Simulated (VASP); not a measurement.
Here is a VASP 6.6.1 calculation.

INCAR

```
SYSTEM = Mo
PREC     = Accurate       ! precision mode
ENCUT    = 520            ! plane-wave cutoff, eV
EDIFF    = 1E-6           ! SCF threshold, eV
ISMEAR   = 0              ! smearing method
SIGMA    = 0.15           ! smearing width, eV
LREAL    = .FALSE.        ! projectors in reciprocal space
LASPH    = .TRUE.         ! aspherical terms in the spheres
NELM     = 80             ! most SCF steps
ALGO     = Fast           ! electronic algorithm
ISIF     = 2              ! what is computed and relaxed
LWAVE    = .FALSE.        ! write WAVECAR
LCHARG   = .TRUE.         ! write CHGCAR
GGA      = PE             ! functional
LELF     = .TRUE.         ! ELF
LVHAR    = .TRUE.       
NBANDS   = 13             ! bands
```

The input KPOINTS:

```
Automatic mesh
0
G
  22 22 22
  0 0 0
```

File POSCAR:

```
Mo
1.0
   -1.2185509577      1.6908424949      1.6908424949
    1.6908424949     -1.2185509577      1.6908424949
    1.6908424949      1.6908424949     -1.2185509577
Mo
1
Direct
    0.0000000000      0.0000000000      0.0000000000
```

Potentials or basis: VASP PAW PBE potentials, release 64 (Mo_sv).

Run with:

```sh
$ cat potpaw_PBE.64/Mo_sv/POTCAR > POTCAR
$ mpirun -np 1 vasp_std > vasp.out
```

(1) Predict the pressure.

(2) Predict the band gap on the k mesh.

Results:

(1) -15.0 GPa.

(2) zero (band 7 reaches 11.37 eV, above the bottom of band 8 at 9.29 eV).
